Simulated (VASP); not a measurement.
Runs of VASP 6.6.1 on SiC2. The structure is that of space group P6/mmm (No. 191), or close to it. The cells are those of the table. 

```csv
task,spin,cell,k mesh,cutoff (eV),gap on the mesh (eV),pressure (GPa),relaxed volume (Å³/atom)
single point,off,"a = 3.244, b = 3.244, c = 12.517 Å, angles 90.0, 90.0, 120.0°, 6 atoms",6 × 6 × 2,520,none,0.0,-
single point,off,"a = 3.229, b = 3.229, c = 13.882 Å, angles 90.0, 90.0, 120.0°, 6 atoms",12 × 12 × 4,520,none,0.0,-
single point,"collinear, ferromagnetic start","a = 3.244, b = 3.244, c = 12.517 Å, angles 90.0, 90.0, 120.0°, 6 atoms",6 × 6 × 2,520,none,0.0,-
relaxation of cell and atoms,off,"relaxed from a = 3.244, b = 3.244, c = 12.517 Å, angles 90.0, 90.0, 120.0°, 6 atoms",12 × 12 × 4,600,none,0.0,(a)
relaxation of cell and atoms,off,"relaxed from a = 3.229, b = 3.229, c = 13.882 Å, angles 90.0, 90.0, 120.0°, 6 atoms",12 × 12 × 4,600,none,0.0,-
relaxation of cell and atoms,off,"relaxed from a = 2.763, b = 2.763, c = 12.351 Å, angles 90.0, 90.0, 120.0°, 6 atoms",6 × 6 × 2,600,none,0.1,18.87
```

Alike in all rows: level PBE; potentials or basis VASP PAW PBE potentials, release 64 (Si, C); smearing gaussian 0.1 eV.

Task: Fill in the values left out.

Result: (a) 20.79.

Caveats: some runs use coarse meshes; the relaxation stopped at its first step, so nothing moved (some runs); the volume moved by over 15 % at a fixed basis, so the end points are rough (some runs); this functional lacks dispersion, which binds the layers, so the pressure and a relaxed spacing across them are unreliable (some runs).

A gap of «none» marks levels without a gap at the run's occupations.
